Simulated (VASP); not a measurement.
NbRu, 2 atoms in the cell. Symmetry: P4/mmm, No. 123, tetragonal system. The conventional cell has a = 2.781 Å, b = 2.781 Å, c = 4.172 Å, α = 90.00°, β = 90.00°, γ = 90.00°. Nb (site symmetry 4/mmm) has 4 Nb at 2.78 Å and 8 Ru at 2.87 Å within 3.7 Å. Within 3.7 Å of Ru (site symmetry 4/mmm) lie 4 Ru at 2.78 Å and 8 Nb at 2.87 Å.  This cell differs from its parent crystal: ratio of the length along z to the lengths across it x 1.5, volume and fractional coordinates fixed.

- Program: VASP 6.6.1
- Task: single point
- Functional: PBEsol
- Potentials or basis: VASP PAW PBE potentials, release 64 (Nb_sv, Ru_pv)
- Cutoff: 520 eV
- k mesh: 16 × 16 × 16
- Occupations: gaussian, width 0.15 eV
- Spin: no spin polarisation
- Dipole correction: no
- Further INCAR settings: ALGO = Fast; EDIFF = 1e-07; NBANDS = 20

Potentials or basis: VASP PAW PBE potentials, release 64 (Nb_sv, Ru_pv).

Command:

```console
$ cat potpaw_PBE.64/Nb_sv/POTCAR potpaw_PBE.64/Ru_pv/POTCAR > POTCAR
$ mpirun -np 1 vasp_std > vasp.out
```

Hardware: 1 thread of Intel Xeon 8259CL, on a shared host.

Question: Estimate the wall time of this run.

Answer: It took 11 min on 1 thread of Intel Xeon 8259CL (shared host), peak memory 0.37 GiB. Counts: scf iterations 27, k points 405.
